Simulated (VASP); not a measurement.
# AlP (I-4m2) in VASP: relaxation of the atoms with PBE

Aim: the relaxation of the atoms of AlP with PBE.

Program: VASP 6.6.1. These are calculated values, not measurements. Logs are shortened: lines on timing, memory, paths and dates and some standing lists are left out, and cuts for length are marked.

## (1) The cell of the first run

Symmetry: I-4m2, No. 119, tetragonal system. The conventional cell has a = 3.833 Å, b = 3.833 Å, c = 5.474 Å, α = 90.00°, β = 90.00°, γ = 90.00°. Within 3.1 Å of Al (site symmetry -4m2) lie 4 P at 2.35 Å. P (site symmetry -4m2) has 4 Al at 2.35 Å within 3.1 Å.

## (2) Relaxation of the atoms, PBE (z stretched by +1 %)

File INCAR:

```
ALGO = Normal
EDIFF = 1E-7
EDIFFG = -0.02
ENCUT = 450
GGA = PE
GGA_COMPAT = False
IBRION = 2
ISIF = 2
ISMEAR = -1
LASPH = True
LCHARG = False
LREAL = False
LWAVE = False
NELM = 120
NELMIN = 4
NSW = 80
PREC = Accurate
SIGMA = 0.02
```

File KPOINTS:

```
k-points
0
Gamma
  14 14 14
```

File POSCAR:

```
AlP
1.0
    0.0000000000      2.7100000000      2.7371000000
    2.7100000000      0.0000000000      2.7371000000
    2.7100000000      2.7100000000      0.0000000000
Al P
1 1
Direct
    0.0000000000      0.0000000000      0.0000000000
    0.2500000000      0.2500000000      0.2500000000
```

Potentials or basis: VASP PAW PBE potentials, release 64 (Al, P).

Run with:

```sh
cat potpaw_PBE.64/Al/POTCAR potpaw_PBE.64/P/POTCAR > POTCAR
mpirun -np 1 vasp_std > vasp.out
```

OUTCAR:

```text
EDIFF = 1E-7
   EDIFFG = -0.02
   ENCUT = 450
   GGA = PE
   IBRION = 2
   ISIF = 2
   ISMEAR = -1
   LASPH = True
   LREAL = False
   NELM = 120
   NELMIN = 4
   NSW = 80
   PREC = Accurate

 ion  position               nearest neighbor table
   1  0.000  0.000  0.000-   2 2.35   2 2.35   2 2.35   2 2.35
   2  0.250  0.250  0.250-   1 2.35   1 2.35   1 2.35   1 2.35

  LATTYP: Found a body centered tetragonal cell.
 ALAT       =     3.8325187540
 C/A-ratio  =     1.4283556980

  Lattice vectors:

 A1 = (  -2.7100000000,   0.0000000000,   2.7371000000)
 A2 = (   2.7100000000,   0.0000000000,   2.7371000000)
 A3 = (   0.0000000000,   2.7100000000,  -2.7371000000)

Analysis of symmetry for initial positions (statically):
=====================================================================
 Subroutine PRICEL returns:
 Original cell was already a primitive cell.

 Routine SETGRP: Setting up the symmetry group for a
 body centered tetragonal supercell.

 Subroutine GETGRP returns: Found  8 space group operations
 (whereof  8 operations were pure point group operations)
 out of a pool of 16 trial point group operations.

The static configuration has the point symmetry D_2d.

Analysis of symmetry for dynamics (positions and initial velocities):
=====================================================================
 Subroutine PRICEL returns:
 Original cell was already a primitive cell.

 Routine SETGRP: Setting up the symmetry group for a
 body centered tetragonal supercell.

 Subroutine GETGRP returns: Found  8 space group operations
 (whereof  8 operations were pure point group operations)
 out of a pool of 16 trial point group operations.

The dynamic configuration has the point symmetry D_2d.

 Subroutine INISYM returns: Found  8 space group operations
 (whereof  8 operations are pure point group operations),
 and found     1 'primitive' translations

----------------------------------------------------------------------------------------

                                     Primitive cell

  volume of cell :      40.2031

  direct lattice vectors                    reciprocal lattice vectors
     0.000000000  2.710000000  2.737100000    -0.184501845  0.184501845  0.182675094
     2.710000000  0.000000000  2.737100000     0.184501845 -0.184501845  0.182675094
     2.710000000  2.710000000  0.000000000     0.184501845  0.184501845 -0.182675094

  length of vectors
     3.851729016  3.851729016  3.832518754     0.318515387  0.318515387  0.318515387

  position of ions in fractional coordinates (direct lattice)
     0.000000000  0.000000000  0.000000000
     0.250000000  0.250000000  0.250000000

  ion indices of the primitive-cell ions
   primitive index   ion index
                 1           1
                 2           2

----------------------------------------------------------------------------------------

 KPOINTS: k-points

Automatic generation of k-mesh.
 Grid dimensions read from file:
 generate k-points for:   14   14   14

 Generating k-lattice:

  Cartesian coordinates                     Fractional coordinates (reciprocal lattice)
    -0.013178703  0.013178703  0.013048221     0.071428571  0.000000000  0.000000000
     0.013178703 -0.013178703  0.013048221     0.000000000  0.071428571  0.000000000
     0.013178703  0.013178703 -0.013048221     0.000000000  0.000000000  0.071428571

  Length of vectors
     0.022751099  0.022751099  0.022751099

  Shift w.r.t. Gamma in fractional coordinates (k-lattice)
     0.000000000  0.000000000  0.000000000

 Subroutine IBZKPT returns following result:
 ===========================================

 Found    244 irreducible k-points:

 Following reciprocal coordinates:
            Coordinates               Weight
  0.000000  0.000000  0.000000      1.000000
  0.071429  0.000000  0.000000      8.000000
  0.142857 -0.000000  0.000000      8.000000
  0.214286  0.000000  0.000000      8.000000
  0.285714  0.000000  0.000000      8.000000
  0.357143  0.000000  0.000000      8.000000
[... 16 lines left out ...]
  0.214286  0.142857  0.000000      8.000000
  0.285714  0.142857  0.000000      8.000000
 [... further k-points ...]
   k-points           NKPTS =    244   k-points in BZ     NKDIM =    244   number of bands    NBANDS=      8
   number of dos      NEDOS =    301   number of ions     NIONS =      2
   total plane-waves  NPLWV =  21952
   dimension x,y,z NGX =    28 NGY =   28 NGZ =   28
   dimension x,y,z NGXF=    56 NGYF=   56 NGZF=   56
   ions per type =               1   1
   NGX,Y,Z   is equivalent  to a cutoff of  12.09, 12.09, 12.15 a.u.
   NGXF,Y,Z  is equivalent  to a cutoff of  24.17, 24.17, 24.29 a.u.
 SYSTEM =  unknown system
   PREC   = accura    normal or accurate (medium, high low for compatibility)
   ISTART =      0    job   : 0-new  1-cont  2-samecut
   ICHARG =      2    charge: 1-file 2-atom 10-const
   ISPIN  =      1    spin polarized calculation?
   LNONCOLLINEAR =      F non collinear calculations
   LSORBIT =      F    spin-orbit coupling
   LASPH  =      T    aspherical Exc in radial PAW
   ENCUT  =  450.0 eV  33.07 Ry    5.75 a.u.   6.66  6.66  6.63*2*pi/ulx,y,z
   NELM   =    120;   NELMIN=  4; NELMDL= -5     # of ELM steps
   EDIFF  = 0.1E-06   stopping-criterion for ELM
   LREAL  =      F    real-space projection
   EDIFFG = -.2E-01   stopping-criterion for IOM
   NSW    =     80    number of steps for IOM
   IBRION =      2    ionic relax: 0-MD 1-quasi-New 2-CG
   NFREE  =      1    steps in history (QN), initial steepest desc. (CG)
   ISIF   =      2    stress and relaxation
   ISYM   =      2    0-nonsym 1-usesym 2-fastsym
   POTIM  = 0.5000    time-step for ionic-motion
   TEBEG  =    0.0;   TEEND  =   0.0 temperature during run
   PSTRESS=    0.0 pullay stress
   NELECT =       8.0000    total number of electrons
   NUPDOWN=      -1.0000    fix difference up-down
   EMIN   =  10.00;   EMAX   =-10.00  energy-range for DOS
   EFERMI =   0.00;   METHOD = LEGACY
   ISMEAR =    -1;   SIGMA  =   0.02  broadening in eV -4-tet -1-fermi 0-gaus
   EFERMI_NEDOS =   21; number of points for ismear=-14 and -15
   IALGO  =     38    algorithm
   IMIX   =      4    mixing-type and parameters
     AMIX     =   0.40;   BMIX     =  1.00
     AMIX_MAG =   1.60;   BMIX_MAG =  1.00
  volume/ion in A,a.u.               =      20.10       135.65
  Fermi-wavevector in a.u.,A,eV,Ry     =   0.955766  1.806137 12.428777  0.913489
  Thomas-Fermi vector in A             =   2.084634
   LORBIT       =      0    0 simple, 1 ext, 2 COOP (PROOUT), +10 PAW based schemes
   GGA     = PE    functional components
   LHFCALC =     F    Hartree Fock is set to
   AEXX    =    0.0000 exact exchange contribution
   IVDW    =     0    specifies the selected vdW correction
   LEPSILON=     F    determine dielectric tensor
   LRPA    =     F    only Hartree local field effects (RPA)
 conjugate gradient relaxation of ions
 non-spin polarized calculation
  energy-cutoff  :      450.00
  volume of cell :       40.20
 maximum number of plane-waves:       895
   NGX = 13   NGY = 13   NGZ = 13

 number of electron       8.0000000 magnetization

 Free energy of the ion-electron system (eV)
  ---------------------------------------------------
  ext. energy  EPLUGINS =         0.00000000
  ---------------------------------------------------
  free energy    TOTEN  =       -10.36171578 eV

  energy without entropy =      -10.36171578  energy(sigma->0) =      -10.36171578

 E-fermi :   5.1150     XC(G=0):  -9.2565

 val. band max:        4.7076208295   @ k =   0.0000   0.0000   0.0000
 cond. band min:       6.2296396154   @ k =   0.5000   0.0000   0.5000
 fundamental gap:      1.5220187859
 Fermi energy:         5.1150082454

 k-point     1 :       0.0000    0.0000    0.0000
  band No.  band energies     occupation
      1      -6.8837      2.00000
      2       4.6594      2.00000
      3       4.7076      2.00000
      4       4.7076      2.00000
      5       8.1008      0.00000
      6       9.2670      0.00000
      7       9.2670      0.00000
      8       9.2786      0.00000

 k-point     2 :       0.0714    0.0000    0.0000
  band No.  band energies     occupation
      1      -6.8262      2.00000
      2       4.2083      2.00000
      3       4.6218      2.00000
      4       4.6564      2.00000
      5       8.3807      0.00000
      6       9.3590      0.00000
      7       9.3725      0.00000
      8       9.3894      0.00000

 k-point     3 :       0.1429   -0.0000    0.0000
  band No.  band energies     occupation
      1      -6.6564      2.00000
      2       3.1888      2.00000
      3       4.4804      2.00000
      4       4.5244      2.00000
      5       8.4445      0.00000
      6       9.6230      0.00000
      7       9.6251      0.00000
      8      10.0765      0.00000

 k-point     4 :       0.2143    0.0000    0.0000
  band No.  band energies     occupation
      1      -6.3845      2.00000
      2       2.0526      2.00000
      3       4.3026      2.00000
      4       4.3578      2.00000
      5       8.2043      0.00000
      6       9.8180      0.00000
      7       9.8460      0.00000
      8      11.1630      0.00000

 k-point     5 :       0.2857    0.0000    0.0000
  band No.  band energies     occupation
      1      -6.0326      2.00000
      2       0.9667      2.00000
      3       4.1317      2.00000
      4       4.1976      2.00000
      5       7.9394      0.00000
      6       9.8057      0.00000
      7       9.8669      0.00000
      8      12.2009      0.00000
[... 177 lines left out ...]
 k-point    22 :       0.1429    0.1429    0.0000
  band No.  band energies     occupation
      1      -6.5836      2.00000
      2       3.3081      2.00000
      3       4.1216      2.00000
      4       4.1216      2.00000
      5       8.5248      0.00000
      6       9.3453      0.00000
      7      10.2743      0.00000
      8      10.2743      0.00000

 k-point    23 :       0.2143    0.1429    0.0000
  band No.  band energies     occupation
      1      -6.3836      2.00000
      2       2.5626      2.00000
      3       3.8987      2.00000
      4       3.9261      2.00000
      5       8.3691      0.00000
      6       9.4641      0.00000
      7      10.5372      0.00000
      8      10.6889      0.00000

 k-point    24 :       0.2857    0.1429    0.0000
  band No.  band energies     occupation
      1      -6.0898      2.00000
      2       1.6159      2.00000
      3       3.6739      2.00000
      4       3.7208      2.00000
      5       8.3310      0.00000
      6       9.6609      0.00000
      7      10.3810      0.00000
      8      10.9058      0.00000

 [... further k-points ...]
[... 5 lines left out ...]
  --------------------------------------------------------------------------------------
  -------------------------------------------------------------------------------------
  Total        0.8837833      0.8837833      0.7237819      0.0000000      0.0000000      0.0000000
  in kB       35.2206292     35.2206292     28.8442355      0.0000000      0.0000000      0.0000000
  external PRESSURE =      33.0951647 kB  Pullay stress =       0.0000000 kB

 VOLUME and BASIS-vectors are now :
 -----------------------------------------------------------------------------
  energy-cutoff  :      450.00
  volume of cell :       40.20
      direct lattice vectors                 reciprocal lattice vectors
     0.000000000  2.710000000  2.737100000    -0.184501845  0.184501845  0.182675094
     2.710000000  0.000000000  2.737100000     0.184501845 -0.184501845  0.182675094
     2.710000000  2.710000000  0.000000000     0.184501845  0.184501845 -0.182675094

 POSITION                                       TOTAL-FORCE (eV/Angst)
 -----------------------------------------------------------------------------------
      0.00000      0.00000      0.00000         0.000000      0.000000     -0.000000
      1.35500      1.35500      1.36855         0.000000      0.000000      0.000000
 -----------------------------------------------------------------------------------
    total drift:                               -0.000000     -0.000000      0.000000

  FREE ENERGIE OF THE ION-ELECTRON SYSTEM (eV)
  ---------------------------------------------------
  free  energy   TOTEN  =       -10.3617157844 eV

  energy  without entropy=      -10.3617157844  energy(sigma->0) =      -10.36171578

 reached required accuracy - stopping structural energy minimisation
```

It took 26 s on 1 thread of Intel Xeon 6975P-C (Granite Rapids), shared host; peak memory 0.19 GiB.

Results:

* Free energy: -10.3617 eV
* Pressure after relaxing: 3.3 GPa
* Band gap on the k mesh: 1.52 eV (least direct gap 3.39 eV)

Final structure:
```
CELL_PARAMETERS angstrom
0.00000 2.71000 2.73710
2.71000 0.00000 2.73710
2.71000 2.71000 0.00000
ATOMIC_POSITIONS crystal
Al 0.00000 0.00000 0.00000
P 0.25000 0.25000 0.25000
```

Levels at points of the mesh, in eV from the valence-band top:
```tsv
k point	band 2	band 3	band 4	band 5	band 6	band 7
(0.00, 0.00, 0.00)	-0.05	0.00	0.00	3.39	4.56	4.56
(0.50, 0.00, 0.00)	-5.60	-0.83	-0.75	2.84	4.77	4.85
(0.50, 0.50, 0.00)	-5.41	-2.10	-2.10	1.58	2.51	11.18
(0.50, 0.00, 0.50)	-5.34	-2.17	-2.17	1.52	2.42	11.06
```

Caveat: the cell differs from its parent crystal (z stretched by +1 %). A k mesh can miss the band edges.
